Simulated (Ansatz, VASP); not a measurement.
**GaMo in VASP and in Ansatz**

The input INCAR:

```
SYSTEM = GaMo
ALGO = Fast
EDIFF = 1E-6
EDIFFG = -0.08
ENCUT = 600
GGA = PE
IBRION = 2
ISIF = 3
ISMEAR = 0
LASPH = .TRUE.
LCHARG = .FALSE.
LREAL = .FALSE.
LWAVE = .FALSE.
NELM = 100
NSW = 36
PREC = Accurate
SIGMA = 0.2
```

Contents of KPOINTS:

```
k-points
0
G
  7 7 4
  0 0 0
```

POSCAR

```
GaMo
1.0
    3.0941346700      0.0000000000      0.0000000000
   -1.5470673400      2.6795992300      0.0000000000
    0.0000000000      0.0000000000      4.6636886900
Ga Mo
1 1
Direct
    0.0000000000      0.0000000000      0.0000000000
    0.0000000000      0.0000000000      0.5000000000
```

Input for Ansatz:

```yaml
crystal:
  lattice:
    - [3.09413467, 0.0, 0.0]
    - [-1.54706734, 2.67959923, 0.0]
    - [0.0, 0.0, 4.66368869]
  atoms:
    - { symbol: Ga, position: [0.0, 0.0, 0.0] }
    - { symbol: Mo, position: [0.0, 0.0, 0.5] }
basis:
  ecutwfc: 420
kpoints:
  mp_grid: { grid: [7, 7, 4] }
hamiltonian:
  xc: pbe
scf:
  occupations: { method: gaussian, width: 0.2 }
  lower_state_search: "off"
output:
  forces: true
  stress: true
  eigenvalues: true
relax:
  adjacent_minimum: "off"
  f_tol: 0.08
  max_steps: 16
  cell: { stress_tol: 0.8 }
```

Alike in both runs: task relaxation of cell and atoms; functional PBE; k mesh 7 × 7 × 4; occupations gaussian, width 0.2 eV; no spin polarisation.

|  | VASP | Ansatz |
| --- | --- | --- |
| version | VASP 6.6.1 | Ansatz 0.2.0 |
| potentials or method | VASP PAW PBE potentials, release 64 (Ga_d, Mo_sv), cutoff 600 eV | scalar-relativistic, plane waves, PAW |
| valence electrons in the cell | 27 | 27 |

VASP gave:

```
gap on the k mesh at the Fermi level, each at its own relaxed structure (eV) : none
relaxed volume (Å³/atom)                                                     : 17.59
relaxed length of the cell vector where the two differ most in proportion (Å)              : 5.232
```

Q: Which values does Ansatz return?

A: gap on the k mesh at the Fermi level, each at its own relaxed structure (eV): none; relaxed volume (Å³/atom): 17.52; relaxed length of the cell vector where the two differ most in proportion (Å): 5.223.

A gap of «none» marks a metal or a gap that the smearing closes.
